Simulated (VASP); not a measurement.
Runs of VASP 6.6.1 on Al3VN4. The structure is that of space group Pm-3m (No. 221), or close to it. The cells are those of the table. 

```tsv
task	cell	k mesh	cutoff (eV)	gap on the mesh (eV)	pressure (GPa)	moment (μB)
relaxation of cell and atoms	relaxed from a = 4.670 Å, 8 atoms	4 × 4 × 4	600	none	-0.6	0.00
single point	a = 4.670 Å, 8 atoms	4 × 4 × 4	520	none	-42.5	1.97
single point	a = 4.105 Å, 8 atoms	10 × 10 × 10	520	none	-1.9	(b)
single point	a = 4.108 Å, 8 atoms	4 × 4 × 4	520	none	(a)	1.63
```

Alike in all rows: level PBE; potentials or basis VASP PAW PBE potentials, release 64 (Al, V_sv, N); spin collinear, ferromagnetic start; smearing gaussian 0.1 eV.

Estimate the missing entries.

(a) -0.2; (b) 0.66.

Caveats: some runs use coarse meshes; the cell stands under tension (at least some runs).

A gap of «none» marks levels without a gap at the run's occupations.
